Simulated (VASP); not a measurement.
Wanted: the native input for a VASP 6.6.1 run.

- Task: single point
- Functional: PBEsol
- Potentials or basis: VASP PAW PBE potentials, release 64 (Ti_sv)
- Cutoff: 520 eV
- k mesh: 6 × 6 × 6
- Occupations: gaussian, width 0.1 eV
- Spin: no spin polarisation
- Dipole correction: no
- Further INCAR settings: ALGO = Fast; EDIFF = 1e-07; NBANDS = 12

The structure of Ti lies in POSCAR:

```
Ti
1.0
    0.0000000000      2.0300000000      2.0300000000
    2.0300000000      0.0000000000      2.0300000000
    2.0300000000      2.0300000000      0.0000000000
Ti
1
Direct
    0.0000000000      0.0000000000      0.0000000000
```

One way to write it, as run:

INCAR

```
SYSTEM = Ti
  PREC = Accurate
  ENCUT = 520
  EDIFF = 1E-7
  ISMEAR = 0
  SIGMA = 0.1
  LREAL = .False.
  LASPH = .True.
  NELM = 60
  ALGO = Fast
  ISIF = 2
  LWAVE = .False.
  LCHARG = .False.
  GGA = PS
  NBANDS = 12
```

KPOINTS

```
Automatic mesh
0
Gamma
  6 6 6
  0 0 0
```

Potentials or basis: VASP PAW PBE potentials, release 64 (Ti_sv).

Launch:

```console
$ cat potpaw_PBE.64/Ti_sv/POTCAR > POTCAR
$ mpirun -np 1 vasp_std > vasp.out
```

It gave:

```
Pressure               : 0.1 GPa
Band gap on the k mesh : zero (band 6 reaches 9.38 eV, above the bottom of band 7 at 8.41 eV)
```

Caveat: the k points lie up to 0.45 Å⁻¹ apart; the PAW data sets were made with another functional, which shifts forces and pressure a little.

Run time: 14 s on 1 thread of Intel Xeon 6975P-C (shared host), peak memory 0.13 GiB.
